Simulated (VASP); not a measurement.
Input of a VASP 6.6.1 run:

File POSCAR:

```
AlAs
1.0
    0.0000000000      2.8389457805      2.8389457805
    2.8389457805      0.0000000000      2.8389457805
    2.8389457805      2.8389457805      0.0000000000
Al As
1 1
Direct
    0.0000000000      0.0000000000      0.0000000000
    0.2500000000      0.2500000000      0.2500000000
```

File INCAR.step1:

```
PREC     = Accurate       # precision mode
ENCUT    = 550            # plane-wave cutoff, eV
ISMEAR   = 0              # smearing method
SIGMA    = 0.02           # smearing width, eV
LREAL    = False          # projectors in reciprocal space
LASPH    = True           # aspherical terms in the spheres
NELM     = 120            # most SCF steps
NBANDS   = 11             # bands
GGA      = PE             # functional
ALGO     = Normal         # electronic algorithm
EDIFF    = 1E-5           # SCF threshold, eV
LWAVE    = True           # write WAVECAR
LCHARG   = False          # write CHGCAR
GGA_COMPAT= False
```

INCAR.step2

```
PREC     = Accurate       # precision mode
ENCUT    = 550            # plane-wave cutoff, eV
EDIFF    = 1E-6           # SCF threshold, eV
ISMEAR   = 0              # smearing method
SIGMA    = 0.02           # smearing width, eV
LREAL    = False          # projectors in reciprocal space
LASPH    = True           # aspherical terms in the spheres
NELM     = 120            # most SCF steps
ALGO     = Normal         # electronic algorithm
ISIF     = 2              # what is computed and relaxed
LWAVE    = False          # write WAVECAR
LCHARG   = False          # write CHGCAR
METAGGA  = R2SCAN         # meta-GGA
LMIXTAU  = True         
NBANDS   = 11             # bands
ISTART   = 1            
GGA_COMPAT= False
```

The input KPOINTS:

```
Automatic mesh
0
Gamma
  8 8 8
```

Potentials or basis: VASP PAW PBE potentials, release 64 (Al, As).

The run is started by

```console
$ cat potpaw_PBE.64/Al/POTCAR potpaw_PBE.64/As/POTCAR > POTCAR
$ cp INCAR.step1 INCAR
$ mpirun -np 1 vasp_std > vasp.out
$ cp INCAR.step2 INCAR
$ mpirun -np 1 vasp_std > vasp.out
```

Question: What does it give for the pressure?

Answer: 0.0 GPa.

Question: What does it give for the band gap on the k mesh?

Answer: 1.81 eV, indirect (least direct gap 2.63 eV).

Caveat: the PAW data sets were made with another functional, which shifts forces and pressure a little. A k mesh can miss the band edges.
